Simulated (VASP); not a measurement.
# ZrSiO4 (I4_1/amd) in VASP: relaxation of the atoms with PBE

Aim: the relaxation of the atoms of ZrSiO4 with PBE.

Program: VASP 6.6.1. These are calculated values, not measurements. Logs are shortened: lines on timing, memory, paths and dates and some standing lists are left out, and cuts for length are marked.

## (1) The cell of the first run

The structure is tetragonal, space group I4_1/amd (No. 141). Conventional cell: a = 6.671 Å, b = 6.671 Å, c = 6.039 Å, α = 90.00°, β = 90.00°, γ = 90.00°. Within 2.8 Å of Zr (site symmetry -4m2) lie 8 O at 2.15 to 2.29 Å. Within 2.2 Å of Si (site symmetry -4m2) lie 4 O at 1.64 Å. Within 2.2 Å of O (site symmetry m) lie 1 Si at 1.64 Å and 1 Zr at 2.15 Å.

## (2) Relaxation of the atoms, PBE

INCAR reads:

```
PREC = Accurate
ENCUT = 520
EDIFF = 1E-7
ISMEAR = -1
SIGMA = 0.1
LREAL = F
LASPH = T
NELM = 120
ALGO = Normal
ISIF = 2
LWAVE = F
LCHARG = F
GGA = PE
IBRION = 2
NSW = 60
EDIFFG = -0.01
GGA_COMPAT = F
NELMIN = 4
```

KPOINTS reads:

```
regular mesh
0
Gamma
  4 4 4
```

POSCAR reads:

```
ZrSiO4
1.0
   -3.3355390000      3.3355390000      3.0195570000
    3.3355390000     -3.3355390000      3.0195570000
    3.3355390000      3.3355390000     -3.0195570000
Zr Si O
2 2 8
Direct
    0.8750000000      0.1250000000      0.7500000000
    0.1250000000      0.8750000000      0.2500000000
    0.3750000000      0.6250000000      0.7500000000
    0.6250000000      0.3750000000      0.2500000000
    0.2611900000      0.1953300000      0.0658600000
    0.1953300000      0.6294700000      0.9341400000
    0.6294700000      0.1953300000      0.4341400000
    0.1953300000      0.2611900000      0.5658600000
    0.7388100000      0.8046700000      0.9341400000
    0.8046700000      0.7388100000      0.4341400000
    0.3705300000      0.8046700000      0.5658600000
    0.8046700000      0.3705300000      0.0658600000
```

Potentials or basis: VASP PAW PBE potentials, release 64 (Zr_sv, Si, O).

Started as:

```
cat potpaw_PBE.64/Zr_sv/POTCAR potpaw_PBE.64/Si/POTCAR potpaw_PBE.64/O/POTCAR > POTCAR
mpirun -np 1 vasp_std > vasp.out
```

OUTCAR:

```text
PREC = Accurate
   ENCUT = 520
   EDIFF = 1E-7
   ISMEAR = -1
   LREAL = F
   LASPH = T
   NELM = 120
   ISIF = 2
   GGA = PE
   IBRION = 2
   NSW = 60
   EDIFFG = -0.01
   NELMIN = 4

 ion  position               nearest neighbor table
   1  0.875  0.125  0.750-   5 2.15   7 2.15  10 2.15  12 2.15   9 2.29   6 2.29   8 2.29  11 2.29
                             3 3.02   3 3.02   2 3.66   2 3.66   2 3.66   2 3.66
   2  0.125  0.875  0.250-   6 2.15   8 2.15   9 2.15  11 2.15   7 2.29  10 2.29   5 2.29  12 2.29
                             4 3.02   4 3.02   1 3.66   1 3.66   1 3.66   1 3.66
   3  0.375  0.625  0.750-   6 1.64   8 1.64   9 1.64  11 1.64   1 3.02   1 3.02
   4  0.625  0.375  0.250-   5 1.64   7 1.64  10 1.64  12 1.64   2 3.02   2 3.02
   5  0.261  0.195  0.066-   4 1.64   1 2.15   2 2.29
   6  0.195  0.629  0.934-   3 1.64   2 2.15   1 2.29
   7  0.629  0.195  0.434-   4 1.64   1 2.15   2 2.29
   8  0.195  0.261  0.566-   3 1.64   2 2.15   1 2.29
   9  0.739  0.805  0.934-   3 1.64   2 2.15   1 2.29
  10  0.805  0.739  0.434-   4 1.64   1 2.15   2 2.29
  11  0.371  0.805  0.566-   3 1.64   2 2.15   1 2.29
  12  0.805  0.371  0.066-   4 1.64   1 2.15   2 2.29

  LATTYP: Found a body centered tetragonal cell.
 ALAT       =     6.6710780000
 C/A-ratio  =     0.9052680841

  Lattice vectors:

 A1 = (  -3.3355390000,   3.3355390000,   3.0195570000)
 A2 = (   3.3355390000,  -3.3355390000,   3.0195570000)
 A3 = (   3.3355390000,   3.3355390000,  -3.0195570000)

Analysis of symmetry for initial positions (statically):
=====================================================================
 Subroutine PRICEL returns:
 Original cell was already a primitive cell.

 Routine SETGRP: Setting up the symmetry group for a
 body centered tetragonal supercell.

 Subroutine GETGRP returns: Found 16 space group operations
 (whereof  4 operations were pure point group operations)
 out of a pool of 16 trial point group operations.

The static configuration has the point symmetry C_2h.
 The point group associated with its full space group is D_4h.

Analysis of symmetry for dynamics (positions and initial velocities):
=====================================================================
 Subroutine PRICEL returns:
 Original cell was already a primitive cell.

 Routine SETGRP: Setting up the symmetry group for a
 body centered tetragonal supercell.

 Subroutine GETGRP returns: Found 16 space group operations
 (whereof  4 operations were pure point group operations)
 out of a pool of 16 trial point group operations.

The dynamic configuration has the point symmetry C_2h.
 The point group associated with its full space group is D_4h.

 Subroutine INISYM returns: Found 16 space group operations
 (whereof  4 operations are pure point group operations),
 and found     1 'primitive' translations

----------------------------------------------------------------------------------------

                                     Primitive cell

  volume of cell :     134.3802

  direct lattice vectors                    reciprocal lattice vectors
    -3.335539000  3.335539000  3.019557000     0.000000000  0.149900811  0.165587204
     3.335539000 -3.335539000  3.019557000     0.149900811  0.000000000  0.165587204
     3.335539000  3.335539000 -3.019557000     0.149900811  0.149900811  0.000000000

  length of vectors
     5.600836127  5.600836127  5.600836127     0.223359296  0.223359296  0.211991759

  position of ions in fractional coordinates (direct lattice)
     0.875000000  0.125000000  0.750000000
     0.125000000  0.875000000  0.250000000
     0.375000000  0.625000000  0.750000000
     0.625000000  0.375000000  0.250000000
     0.261190000  0.195330000  0.065860000
     0.195330000  0.629470000  0.934140000
     0.629470000  0.195330000  0.434140000
     0.195330000  0.261190000  0.565860000
     0.738810000  0.804670000  0.934140000
     0.804670000  0.738810000  0.434140000
     0.370530000  0.804670000  0.565860000
     0.804670000  0.370530000  0.065860000

  ion indices of the primitive-cell ions
   primitive index   ion index
                 1           1
                 2           2
                 3           3
                 4           4
                 5           5
                 6           6
                 7           7
                 8           8
                 9           9
                10          10
                11          11
                12          12

----------------------------------------------------------------------------------------

 KPOINTS: regular mesh

Automatic generation of k-mesh.
 Grid dimensions read from file:
 generate k-points for:    4    4    4

 Generating k-lattice:

  Cartesian coordinates                     Fractional coordinates (reciprocal lattice)
     0.000000000  0.037475203  0.041396801     0.250000000 -0.000000000  0.000000000
     0.037475203  0.000000000  0.041396801    -0.000000000  0.250000000  0.000000000
     0.037475203  0.037475203  0.000000000     0.000000000  0.000000000  0.250000000

  Length of vectors
     0.055839824  0.055839824  0.052997940

  Shift w.r.t. Gamma in fractional coordinates (k-lattice)
     0.000000000  0.000000000  0.000000000

 Subroutine IBZKPT returns following result:
 ===========================================

 Found     13 irreducible k-points:

 Following reciprocal coordinates:
            Coordinates               Weight
  0.000000  0.000000  0.000000      1.000000
  0.250000  0.000000  0.000000      8.000000
  0.500000  0.000000  0.000000      4.000000
  0.250000  0.250000  0.000000      8.000000
  0.500000  0.250000  0.000000     16.000000
 -0.250000  0.250000  0.000000      4.000000
  0.500000  0.500000  0.000000      2.000000
  0.250000  0.250000  0.250000      2.000000
 -0.250000  0.250000  0.250000      4.000000
  0.500000  0.500000  0.250000      4.000000
 -0.250000  0.500000  0.250000      8.000000
 -0.250000 -0.250000  0.250000      2.000000
  0.500000  0.500000  0.500000      1.000000
   k-points           NKPTS =     13   k-points in BZ     NKDIM =     13   number of bands    NBANDS=     48
   number of dos      NEDOS =    301   number of ions     NIONS =     12
   total plane-waves  NPLWV =  74088
   dimension x,y,z NGX =    42 NGY =   42 NGZ =   42
   dimension x,y,z NGXF=    84 NGYF=   84 NGZF=   84
   ions per type =               2   2   8
   NGX,Y,Z   is equivalent  to a cutoff of  12.47, 12.47, 12.47 a.u.
   NGXF,Y,Z  is equivalent  to a cutoff of  24.93, 24.93, 24.93 a.u.
 SYSTEM =  unknown system
   PREC   = accura    normal or accurate (medium, high low for compatibility)
   ISTART =      0    job   : 0-new  1-cont  2-samecut
   ICHARG =      2    charge: 1-file 2-atom 10-const
   ISPIN  =      1    spin polarized calculation?
   LNONCOLLINEAR =      F non collinear calculations
   LSORBIT =      F    spin-orbit coupling
   LASPH  =      T    aspherical Exc in radial PAW
   ENCUT  =  520.0 eV  38.22 Ry    6.18 a.u.  10.41 10.41 10.41*2*pi/ulx,y,z
   NELM   =    120;   NELMIN=  4; NELMDL= -5     # of ELM steps
   EDIFF  = 0.1E-06   stopping-criterion for ELM
   LREAL  =      F    real-space projection
   EDIFFG = -.1E-01   stopping-criterion for IOM
   NSW    =     60    number of steps for IOM
   IBRION =      2    ionic relax: 0-MD 1-quasi-New 2-CG
   NFREE  =      1    steps in history (QN), initial steepest desc. (CG)
   ISIF   =      2    stress and relaxation
   ISYM   =      2    0-nonsym 1-usesym 2-fastsym
   POTIM  = 0.5000    time-step for ionic-motion
   TEBEG  =    0.0;   TEEND  =   0.0 temperature during run
   PSTRESS=    0.0 pullay stress
   NELECT =      80.0000    total number of electrons
   NUPDOWN=      -1.0000    fix difference up-down
   EMIN   =  10.00;   EMAX   =-10.00  energy-range for DOS
   EFERMI =   0.00;   METHOD = LEGACY
   ISMEAR =    -1;   SIGMA  =   0.10  broadening in eV -4-tet -1-fermi 0-gaus
   EFERMI_NEDOS =   21; number of points for ismear=-14 and -15
   IALGO  =     38    algorithm
   IMIX   =      4    mixing-type and parameters
     AMIX     =   0.40;   BMIX     =  1.00
     AMIX_MAG =   1.60;   BMIX_MAG =  1.00
  volume/ion in A,a.u.               =      11.20        75.57
  Fermi-wavevector in a.u.,A,eV,Ry     =   1.377187  2.602507 25.805427  1.896645
  Thomas-Fermi vector in A             =   2.502364
   LORBIT       =      0    0 simple, 1 ext, 2 COOP (PROOUT), +10 PAW based schemes
   GGA     = PE    functional components
   LHFCALC =     F    Hartree Fock is set to
   AEXX    =    0.0000 exact exchange contribution
   IVDW    =     0    specifies the selected vdW correction
   LEPSILON=     F    determine dielectric tensor
   LRPA    =     F    only Hartree local field effects (RPA)
 conjugate gradient relaxation of ions
 non-spin polarized calculation
  energy-cutoff  :      520.00
  volume of cell :      134.38
 maximum number of plane-waves:      3655
 NGX is ok and might be reduce to    42
   NGX = 21   NGY = 21   NGZ = 21

--------------------------------------- Ionic step        1  -------------------------------------------

 number of electron      80.0000025 magnetization

 Free energy of the ion-electron system (eV)
  ---------------------------------------------------
  ext. energy  EPLUGINS =         0.00000000
  ---------------------------------------------------
  free energy    TOTEN  =      -105.20881536 eV

  energy without entropy =     -105.20881536  energy(sigma->0) =     -105.20881536

------------------------ aborting loop because EDIFF is reached ----------------------------------------

  FORCE on cell =-STRESS in cart. coord.  units (eV):
  Direction    XX          YY          ZZ          XY          YZ          ZX
  --------------------------------------------------------------------------------------
  -------------------------------------------------------------------------------------
  Total        0.1157491      0.1157491     -0.2346142     -0.0000000     -0.0000000      0.0000000
  in kB        1.3800438      1.3800438     -2.7972393     -0.0000000     -0.0000000      0.0000000
  external PRESSURE =      -0.0123839 kB  Pullay stress =       0.0000000 kB
[... 169 lines left out ...]
  energy  without entropy=     -105.2093066030  energy(sigma->0) =     -105.20930660

--------------------------------------- Ionic step        5  -------------------------------------------

 number of electron      80.0000023 magnetization

 Free energy of the ion-electron system (eV)
  ---------------------------------------------------
  ext. energy  EPLUGINS =         0.00000000
  ---------------------------------------------------
  free energy    TOTEN  =      -105.20935296 eV

  energy without entropy =     -105.20935296  energy(sigma->0) =     -105.20935296

 E-fermi :   6.6498     XC(G=0): -10.8814

 val. band max:        4.5014995928   @ k =   0.0000   0.0000   0.0000
 cond. band min:       9.1243670830   @ k =   0.2500   0.2500   0.2500
 fundamental gap:      4.6228674902
 Fermi energy:         6.6497929728

 k-point     1 :       0.0000    0.0000    0.0000
  band No.  band energies     occupation
      1     -43.2496      2.00000
      2     -43.2251      2.00000
      3     -21.4691      2.00000
      4     -21.4691      2.00000
      5     -21.3629      2.00000
      6     -21.3236      2.00000
[... 691 lines left out ...]
  FREE ENERGIE OF THE ION-ELECTRON SYSTEM (eV)
  ---------------------------------------------------
  free  energy   TOTEN  =      -105.2093529610 eV

  energy  without entropy=     -105.2093529607  energy(sigma->0) =     -105.20935296

 reached required accuracy - stopping structural energy minimisation
```

Run time: 4.8 min. Hardware: 1 thread of Intel Xeon Platinum 8375C at 2.90GHz (Ice Lake), shared host; peak memory 0.29 GiB.

Results:

```
Free energy               : -105.2094 eV
Energy gained by relaxing : 0.0 meV/atom
Ionic steps               : 5
Pressure after relaxing   : 0.0 GPa
Band gap on the k mesh    : 4.62 eV, indirect (least direct gap 4.82 eV)
```

The path:
```tsv
step	energy change (eV)	largest force (eV/Å)	pressure (GPa)
1	0.0000	0.0601	0.00
2	0.0000	0.0781	-0.18
3	-0.0003	0.0240	-0.09
4	-0.0005	0.0115	-0.06
5	-0.0005	0.0012	-0.04
```

Final structure:
```
Zr Si O
1.0
    -3.33554    3.33554    3.01956
     3.33554   -3.33554    3.01956
     3.33554    3.33554   -3.01956
Zr Si O
2 2 8
Direct
  0.87500 0.12500 0.75000
  0.12500 0.87500 0.25000
  0.37500 0.62500 0.75000
  0.62500 0.37500 0.25000
  0.26085 0.19487 0.06598
  0.19487 0.62889 0.93402
  0.62889 0.19487 0.43402
  0.19487 0.26085 0.56598
  0.73915 0.80513 0.93402
  0.80513 0.73915 0.43402
  0.37111 0.80513 0.56598
  0.80513 0.37111 0.06598
```

Levels at points of the mesh, in eV from the valence-band top:
```csv
k point,band 38,band 39,band 40,band 41,band 42,band 43
"(0.00, 0.00, 0.00)",-0.56,-0.53,0.00,4.82,5.19,5.24
"(0.50, 0.00, 0.00)",-0.80,-0.25,-0.19,4.77,4.99,5.63
"(0.50, 0.50, 0.00)",-0.90,-0.58,-0.58,4.65,4.65,5.57
"(0.50, 0.50, 0.50)",-1.08,-0.79,-0.79,5.32,5.32,5.64
```
